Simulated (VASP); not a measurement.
Crystal: B.

```
B
1.0
     2.50817    1.44809    3.40145
    -2.50817    1.44809    3.40145
     0.00000   -2.89619    3.40145
B
11
Direct
  0.41044 0.41044 0.41044
  0.58956 0.58956 0.58956
  0.61416 0.38584 0.00000
  0.00000 0.61416 0.38584
  0.38584 0.00000 0.61416
  0.32906 0.98369 0.00328
  0.00328 0.32906 0.98369
  0.98369 0.00328 0.32906
  0.99672 0.01631 0.67094
  0.01631 0.67094 0.99672
  0.67094 0.99672 0.01631
```

```yaml
Program: VASP 6.6.1
Task: relaxation of cell and atoms
Functional: PBE
Potentials_or_basis: VASP PAW PBE potentials, release 64 (B)
Cutoff: 600 eV
k_mesh: 6 × 6 × 6
Occupations: gaussian, width 0.1 eV
Spin: no spin polarisation
```

At the start: pressure 36.9 GPa; volume 6.74 Å³/atom.

Question: How do energy, volume and symmetry change on relaxing?

Answer: Over 32 steps the energy falls by 428.8 meV/atom and the volume is 6.87 Å³/atom (+1.9 %); space group R32 (No. 155, to 0.05 Å).

The path:
```
step  energy change (eV)  largest force (eV/Å)  pressure (GPa)  volume (Å³)
   1              0.0000                1.2494           36.91        74.13
   2             -0.8519                1.2912          -14.28        92.06
   3             -1.2598                0.8137            0.31        84.81
   4             -1.3482                0.6437           -1.04        85.82
   5             -1.3482                0.6431           -1.04        85.82
   6             -1.4336                0.5399           -0.66        86.04
   7             -1.5939                0.7873            0.88        86.70
   8             -1.6038                1.0495            1.68        86.96
   9             -1.6774                0.8477            0.66        87.48
  10             -1.8213                1.0393           -2.26        89.05
  11             -1.7500                1.5592           -7.15        92.24
  12             -1.8495                1.2490           -4.13        90.17
  13             -1.9889                1.2860           -5.05        90.10
  14             -2.3445                1.6010           -7.69        89.89
  15             -2.1271                2.5494           -9.86        89.48
  16             -2.4461                1.9281           -9.05        89.75
  17             -2.6067                1.7266           -9.00        89.07
  18             -2.8579                1.8676           -7.59        87.03
  19             -3.0339                1.8416           -7.03        86.24
  20             -3.4678                1.7209           -4.92        83.92
  21             -3.8363                2.0911            2.16        79.38
  22             -4.0234                1.7887            1.83        78.71
  23             -4.3557                1.2518            1.78        76.70
  24             -4.3893                1.4189            2.20        75.82
  25             -4.4994                1.0428            0.90        76.03
  26             -4.6686                0.3767           -2.22        76.68
  27             -4.6808                0.3658           -2.97        76.87
  28             -4.6816                0.3687           -3.20        76.93
  29             -4.7040                0.1958           -1.30        76.30
  30             -4.7083                0.3001            0.03        75.88
  31             -4.7143                0.1721            0.14        75.75
  32             -4.7172                0.0132            0.31        75.57
```

Final structure:
```cif
data_structure
_symmetry_space_group_name_H-M 'P 1'
_symmetry_Int_Tables_number 1
_cell_length_a 4.5106
_cell_length_b 4.5106
_cell_length_c 4.5106
_cell_angle_alpha 67.732
_cell_angle_beta 67.732
_cell_angle_gamma 67.732
_cell_volume 75.57
loop_
_atom_site_label
_atom_site_type_symbol
_atom_site_fract_x
_atom_site_fract_y
_atom_site_fract_z
_atom_site_occupancy
B1 B 0.40884 0.40884 0.40884 1
B2 B 0.59116 0.59116 0.59116 1
B3 B 0.68242 0.31758 0.00000 1
B4 B 0.00000 0.68242 0.31758 1
B5 B 0.31758 0.00000 0.68242 1
B6 B 0.30777 0.89061 0.11390 1
B7 B 0.11390 0.30777 0.89061 1
B8 B 0.89061 0.11390 0.30777 1
B9 B 0.88610 0.10939 0.69223 1
B10 B 0.10939 0.69223 0.88610 1
B11 B 0.69223 0.88610 0.10939 1
```
